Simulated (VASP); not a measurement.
Write the native input for VASP 6.6.1 that does the following.

| Quantity | Value |
| --- | --- |
| Task | single point |
| Functional | PBEsol |
| Potentials or basis | VASP PAW PBE potentials, release 64 (Ti_sv) |
| Cutoff | 520 eV |
| k mesh | 11 × 11 × 11 |
| Occupations | fermi-dirac, width 0.05 eV |
| Spin | no spin polarisation |
| Dipole correction | no |
| Further INCAR settings | ALGO = Normal; EDIFF = 1e-06; NBANDS = 12 |

The structure of Ti lies in POSCAR:

```
Ti
1.0
    0.0000000000      2.0163754284      2.0163754284
    2.0163754284      0.0000000000      2.0163754284
    2.0163754284      2.0163754284      0.0000000000
Ti
1
Direct
    0.0000000000      0.0000000000      0.0000000000
```

These files were run (other wordings do the same):

INCAR

```
SYSTEM = Ti
  PREC = Accurate
  ENCUT = 520
  EDIFF = 1E-6
  ISMEAR = -1
  SIGMA = 0.05
  LREAL = .False.
  LASPH = .True.
  NELM = 80
  ALGO = Normal
  ISIF = 2
  LWAVE = .False.
  LCHARG = .False.
  GGA = PS
  NBANDS = 12
```

KPOINTS

```
regular mesh
0
Gamma
  11 11 11
  0 0 0
```

Potentials or basis: VASP PAW PBE potentials, release 64 (Ti_sv).

Launch:

```console
$ cat potpaw_PBE.64/Ti_sv/POTCAR > POTCAR
$ mpirun -np 1 vasp_std > vasp.out
```

It gave:

```yaml
Pressure: 1.5 GPa
Band_gap_on_the_k_mesh: zero (band 6 reaches 9.64 eV, above the bottom of band 7 at 8.43 eV)
```

Caveat: the PAW data sets were made with another functional, which shifts forces and pressure a little.

Wall time 24 s on 1 thread of AMD EPYC 7571, with other jobs on the host, peak memory 0.11 GiB.
